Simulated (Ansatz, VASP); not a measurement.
Two plane-wave programs on NaPbBr3

```xyz
5
Lattice="5.8508 0.0000 0.0000 0.0000 5.8508 0.0000 0.0000 0.0000 5.8508" Properties=species:S:1:pos:R:3 pbc="T T T"
Na    0.0000    0.0000    0.0000
Pb    2.9254    2.9254    2.9254
Br    2.9254    2.9254    0.0000
Br    2.9254    0.0000    2.9254
Br    0.0000    2.9254    2.9254
```

Change from the starting cell: hydrostatic strain -1.0%.

Alike in both runs: task single point; functional PBE; k mesh 4 × 4 × 4; occupations fermi-dirac, width 0.02 eV; no spin polarisation.

|  | VASP | Ansatz |
| --- | --- | --- |
| version | VASP 6.6.1 | Ansatz 0.2.0 |
| potentials or method | VASP PAW PBE potentials, release 64 (Na_pv, Pb_d, Br) | plane waves, PAW |
| plane-wave cutoff (eV) | 520 | 420 |
| valence electrons in the cell | 42 | 44 |

Ansatz gave:

```
gap on the k mesh at the Fermi level (eV) : 1.38
pressure (GPa)                            : 1.1
```

**Question.** What did VASP give for the same quantities?

**Answer.** gap on the k mesh at the Fermi level (eV): 1.39; pressure (GPa): 1.1.

VASP's potentials hold 42 valence electrons a cell and Ansatz's 44, so a difference there can come from the potentials and not from the codes.

Spin-orbit coupling is off throughout.
